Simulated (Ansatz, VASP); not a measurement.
## One calculation of ZnS, two programs

```xyz
2
Lattice="0.0000 2.6778 2.6778 2.6778 0.0000 2.6778 2.6778 2.6778 0.0000" Properties=species:S:1:pos:R:3 pbc="T T T"
Zn    1.3389    1.3389    1.3389
S     0.0000    0.0000    0.0000
```

Alike in both runs: functional PBEsol; k mesh 10 × 10 × 10; occupations gaussian, width 0.02 eV; no spin polarisation.

Ansatz relaxed the structure, and its values are those at the end. VASP's run is a single point on that final structure, the one shown.

|  | VASP | Ansatz |
| --- | --- | --- |
| version | VASP 6.6.1 | Ansatz 0.2.0 |
| potentials or method | VASP PAW PBE potentials, release 64 (Zn, S), cutoff 520 eV | scalar-relativistic, plane waves, PAW |
| valence electrons in the cell | 18 | 18 |

```tsv
	VASP	Ansatz	Ansatz less VASP
gap on the k mesh at the Fermi level (eV)	2.10	2.09	-0.007
least direct gap on the mesh (eV)	2.10	2.09	-0.007
pressure (GPa)	0.2	0.0	-0.20
```

VASP's potentials were made for PBE, not for PBEsol.
